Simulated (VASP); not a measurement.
Crystal: InSe.

```
In Se
1.0
     4.05000    0.00000    0.00000
    -2.02500    3.50740    0.00000
     0.00000    0.00000   16.93000
In Se
4 4
Direct
  0.33333 0.66667 0.15700
  0.66667 0.33333 0.65700
  0.33333 0.66667 0.34300
  0.66667 0.33333 0.84300
  0.33333 0.66667 0.60200
  0.66667 0.33333 0.10200
  0.33333 0.66667 0.89800
  0.66667 0.33333 0.39800
```

* Program: VASP 6.6.1
* Task: relaxation of cell and atoms
* Functional: PBE
* Dispersion: D3(BJ)
* Potentials or basis: VASP PAW PBE potentials, release 64 (In_d, Se)
* Cutoff: 600 eV
* k mesh: 6 × 6 × 2
* Occupations: gaussian, width 0.1 eV
* Spin: no spin polarisation

At the start: pressure 6.0 GPa; volume 30.06 Å³/atom.

**Question.** Where does the relaxation end?

**Answer.** Over 9 steps the energy falls by 233.5 meV/atom and the volume is 29.92 Å³/atom (-0.5 %); space group P6_3/mmc (No. 194, to 0.1 Å) before and after.

The path:
```csv
step,energy change (eV),largest force (eV/Å),pressure (GPa),volume (Å³)
1,0.0000,2.8894,6.01,240.49
2,-1.0930,0.2732,-4.43,281.33
3,-1.3880,0.8237,-2.15,266.81
4,-1.6598,0.3208,-1.18,254.44
5,-1.7124,0.2795,-0.30,246.81
6,-1.8161,0.3156,0.44,240.81
7,-1.8397,0.3391,1.07,236.37
8,-1.8581,0.1225,-0.63,241.07
9,-1.8683,0.0473,-0.02,239.33
```

Final structure:
```xyz
8
Lattice="4.0282 0.0000 0.0000 -2.0141 3.4885 0.0000 0.0000 0.0000 17.0307" Properties=species:S:1:pos:R:3 pbc="T T T"
In    0.0000    2.3257    2.8603
In    2.0141    1.1628   11.3756
In    0.0000    2.3257    5.6550
In    2.0141    1.1628   14.1704
Se    0.0000    2.3257   10.0859
Se    2.0141    1.1628    1.5706
Se    0.0000    2.3257   15.4601
Se    2.0141    1.1628    6.9447
```

Caveat: the relaxation stopped at a loose force limit of 0.05 eV/Å, so its end isn't a converged minimum.
